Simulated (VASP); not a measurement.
Write the native input for VASP 6.6.1 that does the following.

- Task: relaxation of cell and atoms
- Functional: PBEsol
- Potentials or basis: VASP PAW PBE potentials, release 64 (Ca_sv, O)
- Cutoff: 600 eV
- k mesh: 8 × 8 × 8
- Occupations: fermi-dirac, width 0.02 eV
- Spin: no spin polarisation
- Dipole correction: no
- Further INCAR settings: ALGO = Normal; EDIFF = 1e-06; IBRION = 2; EDIFFG = -0.005; NSW = 80; ISIF = 3

The structure of CaO lies in POSCAR:

```
CaO
1.0
    0.0000000000      2.6213224209      2.6213224209
    2.6213224209      0.0000000000      2.6213224209
    2.6213224209      2.6213224209      0.0000000000
Ca O
1 1
Direct
    0.0000000000      0.0000000000      0.0000000000
    0.2500000000      0.2500000000      0.2500000000
```

The input as run:

INCAR

```
PREC = Accurate
ENCUT = 600
EDIFF = 1E-6
ISMEAR = -1
SIGMA = 0.02
LREAL = False
LASPH = True
NELM = 80
ALGO = Normal
ISIF = 3
LWAVE = False
LCHARG = False
GGA = PS
IBRION = 2
NSW = 80
EDIFFG = -0.005
```

KPOINTS

```
Automatic mesh
0
Gamma
  8 8 8
```

Potentials or basis: VASP PAW PBE potentials, release 64 (Ca_sv, O).

Command:

```sh
$ cat potpaw_PBE.64/Ca_sv/POTCAR potpaw_PBE.64/O/POTCAR > POTCAR
$ mpirun -np 1 vasp_std > vasp.out
```

It gave:

| Quantity | Value |
| --- | --- |
| Relaxed volume | 17.46 Å³/atom |
| Relaxed cell | a = 3.669 Å, b = 3.669 Å, c = 3.669 Å, α = 60.00°, β = 60.00°, γ = 60.00° |
| Space group after relaxing (to 0.05 Å) | F-43m (No. 216) |
| Energy gained by relaxing | 4.3 meV/atom |
| Ionic steps | 3 |
| Pressure after relaxing | 0.0 GPa |
| Band gap on the k mesh | 3.25 eV, indirect (least direct gap 3.91 eV) |

Caveat: the PAW data sets were made with another functional, which shifts forces and pressure a little.

Wall time 16 s on 1 thread of AMD EPYC 9R45 (Zen 5), on a shared host, peak memory 0.15 GiB.
